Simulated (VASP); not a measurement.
# Sr (P6/mmm) in VASP: notebook

Runs on Sr. Level: RPBE. Tasks: single point.

Program: VASP 6.6.1. These are calculated values, not measurements. Logs are shortened: lines on timing, memory, paths and dates and some standing lists are left out, and cuts for length are marked.

**1. The cell of the first run**

It takes space group P6/mmm (No. 191, hexagonal). Conventional cell: a = 6.985 Å, b = 6.985 Å, c = 4.188 Å, α = 90.00°, β = 90.00°, γ = 120.00°. Sr (site symmetry 6/mmm) has 14 Sr at 4.19 to 4.54 Å within 5.5 Å. Within 5.3 Å of Sr (site symmetry -6m2) lie 11 Sr at 4.03 to 4.54 Å.

This isn't the form of Sr at room conditions, which is fcc.

**2. Single point, RPBE**

The input, INCAR:

```
SYSTEM = Sr
  PREC = Accurate
  ENCUT = 520
  EDIFF = 1E-6
  ISMEAR = -1
  SIGMA = 0.1
  LREAL = .FALSE.
  LASPH = .TRUE.
  NELM = 60
  ALGO = Normal
  ISIF = 2
  LWAVE = .FALSE.
  LCHARG = .TRUE.
  GGA = RP
  LELF = .TRUE.
  LVHAR = .TRUE.
  NBANDS = 22
```

The input, KPOINTS:

```
Automatic mesh
0
G
  6 6 8
  0 0 0
```

The input, POSCAR:

```
Sr
1.0
    6.9854609632      0.0000000000      0.0000000000
   -3.4927304816      6.0495866513      0.0000000000
    0.0000000000      0.0000000000      4.1875108981
Sr
3
Direct
    0.0000000000      0.0000000000      0.0000000000
    0.3333333333      0.6666666667      0.5000000000
    0.6666666667      0.3333333333      0.5000000000
```

Potentials or basis: VASP PAW PBE potentials, release 64 (Sr_sv).

The run is started by

```console
> cat potpaw_PBE.64/Sr_sv/POTCAR > POTCAR
> mpirun -np 1 vasp_std > vasp.out
```

OUTCAR:

```text
SYSTEM = Sr
   PREC = Accurate
   ENCUT = 520
   EDIFF = 1E-6
   ISMEAR = -1
   LREAL = .FALSE.
   LASPH = .TRUE.
   NELM = 60
   ISIF = 2
   GGA = RP

 ion  position               nearest neighbor table
   1  0.000  0.000  0.000-   2 4.54   3 4.54   2 4.54   3 4.54   3 4.54   3 4.54   2 4.54   2 4.54
                             3 4.54   3 4.54   2 4.54   2 4.54
   2  0.333  0.667  0.500-   3 4.03   3 4.03   3 4.03   1 4.54   1 4.54   1 4.54   1 4.54   1 4.54
                             1 4.54
   3  0.667  0.333  0.500-   2 4.03   2 4.03   2 4.03   1 4.54   1 4.54   1 4.54   1 4.54   1 4.54
                             1 4.54

  LATTYP: Found a hexagonal cell.
 ALAT       =     6.9854609632
 C/A-ratio  =     0.5994609261

  Lattice vectors:

 A1 = (   6.9854609632,   0.0000000000,   0.0000000000)
 A2 = (  -3.4927304816,   6.0495866513,   0.0000000000)
 A3 = (   0.0000000000,   0.0000000000,   4.1875108981)

Analysis of symmetry for initial positions (statically):
=====================================================================
 Subroutine PRICEL returns:
 Original cell was already a primitive cell.

 Routine SETGRP: Setting up the symmetry group for a
 hexagonal supercell.

 Subroutine GETGRP returns: Found 24 space group operations
 (whereof 24 operations were pure point group operations)
 out of a pool of 24 trial point group operations.

The static configuration has the point symmetry D_6h.

Analysis of symmetry for dynamics (positions and initial velocities):
=====================================================================
 Subroutine PRICEL returns:
 Original cell was already a primitive cell.

 Routine SETGRP: Setting up the symmetry group for a
 hexagonal supercell.

 Subroutine GETGRP returns: Found 24 space group operations
 (whereof 24 operations were pure point group operations)
 out of a pool of 24 trial point group operations.

The dynamic configuration has the point symmetry D_6h.

 Subroutine INISYM returns: Found 24 space group operations
 (whereof 24 operations are pure point group operations),
 and found     1 'primitive' translations

----------------------------------------------------------------------------------------

                                     Primitive cell

  volume of cell :     176.9607

  direct lattice vectors                    reciprocal lattice vectors
     6.985460963  0.000000000  0.000000000     0.143154475  0.082650275  0.000000000
    -3.492730482  6.049586651  0.000000000     0.000000000  0.165300550  0.000000000
     0.000000000  0.000000000  4.187510898     0.000000000  0.000000000  0.238805349

  length of vectors
     6.985460963  6.985460963  4.187510898     0.165300550  0.165300550  0.238805349

  position of ions in fractional coordinates (direct lattice)
     0.000000000  0.000000000  0.000000000
     0.333333333  0.666666667  0.500000000
     0.666666667  0.333333333  0.500000000

  ion indices of the primitive-cell ions
   primitive index   ion index
                 1           1
                 2           2
                 3           3

----------------------------------------------------------------------------------------

 KPOINTS: Automatic mesh

Automatic generation of k-mesh.
 Grid dimensions read from file:
 generate k-points for:    6    6    8

 Generating k-lattice:

  Cartesian coordinates                     Fractional coordinates (reciprocal lattice)
     0.023859079  0.013775046  0.000000000     0.166666667  0.000000000  0.000000000
     0.000000000  0.027550092  0.000000000     0.000000000  0.166666667  0.000000000
     0.000000000  0.000000000  0.029850669     0.000000000  0.000000000  0.125000000

  Length of vectors
     0.027550092  0.027550092  0.029850669

  Shift w.r.t. Gamma in fractional coordinates (k-lattice)
     0.000000000  0.000000000  0.000000000

 Subroutine IBZKPT returns following result:
 ===========================================

 Found     35 irreducible k-points:

 Following reciprocal coordinates:
            Coordinates               Weight
  0.000000  0.000000  0.000000      1.000000
  0.166667 -0.000000  0.000000      6.000000
  0.333333 -0.000000  0.000000      6.000000
  0.500000 -0.000000  0.000000      3.000000
  0.166667  0.166667  0.000000      6.000000
  0.333333  0.166667  0.000000     12.000000
[... 16 lines left out ...]
  0.166667 -0.000000  0.375000     12.000000
  0.333333 -0.000000  0.375000     12.000000
 [... further k-points ...]
   k-points           NKPTS =     35   k-points in BZ     NKDIM =     35   number of bands    NBANDS=     22
   number of dos      NEDOS =    301   number of ions     NIONS =      3
   total plane-waves  NPLWV =  93312
   dimension x,y,z NGX =    54 NGY =   54 NGZ =   32
   dimension x,y,z NGXF=   108 NGYF=  108 NGZF=   64
   ions per type =               3
   NGX,Y,Z   is equivalent  to a cutoff of  12.85, 12.85, 12.70 a.u.
   NGXF,Y,Z  is equivalent  to a cutoff of  25.70, 25.70, 25.41 a.u.
[... 69 lines left out ...]
      3     -35.3095      2.00000
      4     -17.4331      2.00000
      5     -17.4331      2.00000
      6     -17.3378      2.00000
[... 14 lines left out ...]
     21       4.0761      0.00000
     22       4.0761      0.00000

 k-point     2 :       0.1667   -0.0000    0.0000
  band No.  band energies     occupation
      1     -35.3963      2.00000
      2     -35.3834      2.00000
      3     -35.3095      2.00000
      4     -17.4387      2.00000
      5     -17.4303      2.00000
      6     -17.3329      2.00000
[... 14 lines left out ...]
     21       3.8287      0.00000
     22       4.2018      0.00000

 k-point     3 :       0.3333   -0.0000    0.0000
  band No.  band energies     occupation
      1     -35.3940      2.00000
      2     -35.3856      2.00000
      3     -35.3096      2.00000
      4     -17.4483      2.00000
      5     -17.4177      2.00000
      6     -17.3371      2.00000
[... 14 lines left out ...]
     21       3.3100      0.00000
     22       4.0922      0.00000

 k-point     4 :       0.5000   -0.0000    0.0000
  band No.  band energies     occupation
      1     -35.3922      2.00000
      2     -35.3874      2.00000
      3     -35.3096      2.00000
      4     -17.4525      2.00000
      5     -17.4042      2.00000
      6     -17.3515      2.00000
[... 14 lines left out ...]
     21       3.1784      0.00000
     22       4.0211      0.00000

 k-point     5 :       0.1667    0.1667    0.0000
  band No.  band energies     occupation
      1     -35.3947      2.00000
      2     -35.3849      2.00000
      3     -35.3096      2.00000
      4     -17.4443      2.00000
      5     -17.4237      2.00000
      6     -17.3350      2.00000
[... 14 lines left out ...]
     21       3.4478      0.00000
     22       4.2254      0.00000

 k-point     6 :       0.3333    0.1667    0.0000
  band No.  band energies     occupation
      1     -35.3922      2.00000
      2     -35.3874      2.00000
      3     -35.3096      2.00000
      4     -17.4488      2.00000
      5     -17.4068      2.00000
      6     -17.3558      2.00000
[... 14 lines left out ...]
     21       3.2026      0.00000
     22       4.1113      0.00000

 k-point     7 :       0.3333    0.3333    0.0000
  band No.  band energies     occupation
      1     -35.3898      2.00000
      2     -35.3898      2.00000
      3     -35.3096      2.00000
      4     -17.4471      2.00000
      5     -17.3853      2.00000
      6     -17.3853      2.00000
[... 324 lines left out ...]
      6     -17.3693      2.00000
[... 14 lines left out ...]
     21       3.2485      0.00000
     22       3.5477      0.00000

 k-point    21 :       0.3333    0.3333    0.2500
  band No.  band energies     occupation
      1     -35.3869      2.00000
      2     -35.3869      2.00000
      3     -35.3067      2.00000
      4     -17.4440      2.00000
      5     -17.3765      2.00000
      6     -17.3765      2.00000
[... 14 lines left out ...]
     21       3.1072      0.00000
     22       3.8079      0.00000

 k-point    22 :       0.0000    0.0000    0.3750
  band No.  band energies     occupation
      1     -35.3921      2.00000
      2     -35.3777      2.00000
      3     -35.3046      2.00000
      4     -17.4215      2.00000
      5     -17.4215      2.00000
      6     -17.4163      2.00000
[... 14 lines left out ...]
     21       3.5094      0.00000
     22       3.5094      0.00000

 k-point    23 :       0.1667   -0.0000    0.3750
  band No.  band energies     occupation
      1     -35.3912      2.00000
      2     -35.3785      2.00000
      3     -35.3046      2.00000
      4     -17.4243      2.00000
      5     -17.4175      2.00000
      6     -17.4151      2.00000
[... 14 lines left out ...]
     21       3.4011      0.00000
     22       3.5021      0.00000

 k-point    24 :       0.3333   -0.0000    0.3750
  band No.  band energies     occupation
      1     -35.3890      2.00000
      2     -35.3807      2.00000
      3     -35.3046      2.00000
      4     -17.4295      2.00000
      5     -17.4146      2.00000
      6     -17.4080      2.00000
[... 14 lines left out ...]
     21       3.3763      0.00000
     22       3.4027      0.00000

 [... further k-points ...]
[... 5 lines left out ...]
  --------------------------------------------------------------------------------------
  -------------------------------------------------------------------------------------
  Total        0.0381443      0.0381443      0.0202465      0.0000000      0.0000000      0.0000000
  in kB        0.3453534      0.3453534      0.1833094      0.0000000      0.0000000      0.0000000
  external PRESSURE =       0.2913387 kB  Pullay stress =       0.0000000 kB

 VOLUME and BASIS-vectors are now :
 -----------------------------------------------------------------------------
  energy-cutoff  :      520.00
  volume of cell :      176.96
      direct lattice vectors                 reciprocal lattice vectors
     6.985460963  0.000000000  0.000000000     0.143154475  0.082650275  0.000000000
    -3.492730482  6.049586651  0.000000000     0.000000000  0.165300550  0.000000000
     0.000000000  0.000000000  4.187510898     0.000000000  0.000000000  0.238805349

 POSITION                                       TOTAL-FORCE (eV/Angst)
 -----------------------------------------------------------------------------------
      0.00000      0.00000      0.00000         0.000000      0.000000      0.000000
     -0.00000      4.03306      2.09376        -0.000000      0.000000     -0.000000
      3.49273      2.01653      2.09376         0.000000     -0.000000      0.000000
 -----------------------------------------------------------------------------------
    total drift:                                0.000000      0.000000      0.000000

  FREE ENERGIE OF THE ION-ELECTRON SYSTEM (eV)
  ---------------------------------------------------
  free  energy   TOTEN  =        -4.3174547838 eV

  energy  without entropy=       -4.1498005787  energy(sigma->0) =       -4.23362768
```

It took 2.1 min on 1 thread of Oxide Virtual Turin-like, shared host; peak memory 0.3 GiB.

What came out:

| Quantity | Value |
| --- | --- |
| Free energy | -4.3175 eV |
| Pressure | 0.0 GPa |
| Band gap on the k mesh | zero (bands 15 and 16 overlap by 0.23 eV) |

Caveat: the PAW data sets were made with another functional, which shifts forces and pressure a little.

**3. Single point, RPBE (51.91 Å³/atom)**

This run uses another cell than the first one, of 51.91 Å³/atom.

The input, INCAR:

```
ALGO = Normal ; EDIFF = 1E-7
ENCUT = 520 ; GGA = RP
ISIF = 2 ; ISMEAR = -1
LASPH = True ; LCHARG = True
LELF = True ; LREAL = False
LVHAR = True ; LWAVE = False
NBANDS = 22 ; NELM = 60
PREC = Accurate ; SIGMA = 0.1
```

The input, KPOINTS:

```
k-points
0
Gamma
  7 7 10
```

The input, POSCAR:

```
Sr
1.0
    6.6940552739      0.0000000000      0.0000000000
   -3.3470276370      5.7972219216      0.0000000000
    0.0000000000      0.0000000000      4.0128245738
Sr
3
Direct
    0.0000000000      0.0000000000      0.0000000000
    0.3333333333      0.6666666667      0.5000000000
    0.6666666667      0.3333333333      0.5000000000
```

Potentials or basis: VASP PAW PBE potentials, release 64 (Sr_sv).

The run is started by

```console
> cat potpaw_PBE.64/Sr_sv/POTCAR > POTCAR
> mpirun -np 1 vasp_std > vasp.out
```

It took 3.4 min on 1 thread of Oxide Virtual Turin-like, shared host; peak memory 0.29 GiB.

It converged, with:

| Quantity | Value |
| --- | --- |
| Free energy | -4.2150 eV |
| Pressure | 1.6 GPa |
| Band gap on the k mesh | zero (bands 15 and 16 overlap by 0.22 eV) |

Stress tensor (GPa, compression positive):
```
1.72 0.00 0.00
0.00 1.72 0.00
0.00 0.00 1.47
```

Levels at points of the mesh, in eV from the Fermi level:
| k point | band 13 | band 14 | band 15 | band 16 | band 17 | band 18 |
| --- | --- | --- | --- | --- | --- | --- |
| (0.00, 0.00, 0.00) | -3.69 | -0.07 | 0.20 | 0.20 | 0.25 | 0.25 |
| (0.00, 0.00, 0.50) | -1.35 | -0.92 | 0.00 | 0.00 | 0.20 | 0.20 |

Caveat: the PAW data sets were made with another functional, which shifts forces and pressure a little.

**4. Single point, RPBE (54.27 Å³/atom)**

This run uses another cell than the first one, of 54.27 Å³/atom.

The input, INCAR:

```
  PREC = Accurate
  ENCUT = 520
  EDIFF = 1E-7
  ISMEAR = -1
  SIGMA = 0.1
  LREAL = False
  LASPH = True
  NELM = 60
  ALGO = Normal
  ISIF = 2
  LWAVE = False
  LCHARG = False
  GGA = RP
  NBANDS = 22
```

The input, KPOINTS:

```
Automatic mesh
0
Gamma
  7 7 10
```

The input, POSCAR:

```
Sr
1.0
    6.7939812788      0.0000000000      0.0000000000
   -3.3969906394      5.8837603803      0.0000000000
    0.0000000000      0.0000000000      4.0727263092
Sr
3
Direct
    0.0000000000      0.0000000000      0.0000000000
    0.3333333333      0.6666666667      0.5000000000
    0.6666666667      0.3333333333      0.5000000000
```

The run is started by

```console
> cat potpaw_PBE.64/Sr_sv/POTCAR > POTCAR
> mpirun -np 1 vasp_std > vasp.out
```

It took 3.7 min on 1 thread of Oxide Virtual Turin-like, shared host; peak memory 0.31 GiB.

It converged, with:

```yaml
Free_energy: -4.2735 eV
Pressure: 1.0 GPa
Band_gap_on_the_k_mesh: zero (bands 15 and 16 overlap by 0.21 eV)
```

Stress tensor (GPa, compression positive):
```
1.06 0.00 0.00
0.00 1.06 0.00
0.00 0.00 0.91
```

Levels at points of the mesh, in eV from the Fermi level:
```csv
k point,band 11,band 12,band 13,band 14,band 15,band 16,band 17,band 18,band 19,band 20
"(0.00, 0.00, 0.00)",-18.51,-18.49,-3.62,-0.05,0.18,0.18,0.23,0.23,0.62,2.06
"(0.00, 0.00, 0.50)",-18.53,-18.53,-1.36,-0.94,0.05,0.05,0.23,0.23,1.77,1.77
```

Caveat: the PAW data sets were made with another functional, which shifts forces and pressure a little.

**5. Single point, RPBE (56.63 Å³/atom)**

This run uses another cell than the first one, of 56.63 Å³/atom.

The input, INCAR:

```
PREC     = Accurate       # precision mode
ENCUT    = 520            # plane-wave cutoff, eV
EDIFF    = 1E-6           # SCF threshold, eV
ISMEAR   = -1             # smearing method
SIGMA    = 0.1            # smearing width, eV
LREAL    = F              # projectors in reciprocal space
LASPH    = T              # aspherical terms in the spheres
NELM     = 80             # most SCF steps
ALGO     = Normal         # electronic algorithm
ISIF     = 2              # what is computed and relaxed
LWAVE    = F              # write WAVECAR
LCHARG   = T              # write CHGCAR
GGA      = RP             # functional
LELF     = T              # ELF
LVHAR    = T            
NBANDS   = 22             # bands
```

The input, KPOINTS:

```
regular mesh
0
Gamma
  7 7 10
```

The input, POSCAR:

```
Sr
1.0
    6.8910512689      0.0000000000      0.0000000000
   -3.4455256344      5.9678254576      0.0000000000
    0.0000000000      0.0000000000      4.1309159753
Sr
3
Direct
    0.0000000000      0.0000000000      0.0000000000
    0.3333333333      0.6666666667      0.5000000000
    0.6666666667      0.3333333333      0.5000000000
```

The run is started by

```console
> cat potpaw_PBE.64/Sr_sv/POTCAR > POTCAR
> mpirun -np 1 vasp_std > vasp.out
```

Run time: 3.2 min. Hardware: 1 thread of Oxide Virtual Turin-like, shared host; peak memory 0.33 GiB.

Results (log left out):

| Quantity | Value |
| --- | --- |
| Free energy | -4.3066 eV |
| Pressure | 0.5 GPa |
| Band gap on the k mesh | zero (bands 15 and 16 overlap by 0.21 eV) |

Stress tensor (GPa, compression positive):
```
0.51 0.00 0.00
0.00 0.51 0.00
0.00 0.00 0.43
```

Levels at points of the mesh, in eV from the Fermi level:
```csv
k point,band 11,band 12,band 13,band 14,band 15,band 16,band 17,band 18,band 19,band 20
"(0.00, 0.00, 0.00)",-18.60,-18.58,-3.56,-0.03,0.17,0.17,0.21,0.21,0.57,2.01
"(0.00, 0.00, 0.50)",-18.62,-18.62,-1.37,-0.96,0.10,0.10,0.26,0.26,1.73,1.73
```

Caveat: the PAW data sets were made with another functional, which shifts forces and pressure a little.

**6. Overview**

```csv
cell,k mesh,gap on the mesh (eV),pressure (GPa)
"a = 6.985, b = 6.985, c = 4.188 Å, angles 90.0, 90.0, 120.0°, 3 atoms",6 × 6 × 8,none,0.0
"a = 6.694, b = 6.694, c = 4.013 Å, angles 90.0, 90.0, 120.0°, 3 atoms",7 × 7 × 10,none,1.6
"a = 6.794, b = 6.794, c = 4.073 Å, angles 90.0, 90.0, 120.0°, 3 atoms",7 × 7 × 10,none,1.0
"a = 6.891, b = 6.891, c = 4.131 Å, angles 90.0, 90.0, 120.0°, 3 atoms",7 × 7 × 10,none,0.5
```

Alike in all rows: task single point; level RPBE; potentials or basis VASP PAW PBE potentials, release 64 (Sr_sv); no spin polarisation; cutoff (eV) 520; smearing fermi-dirac 0.1 eV.

Caveats: the PAW data sets were made with another functional, which shifts forces and pressure a little.

Absolute energies hang on the potentials; compare differences alone.
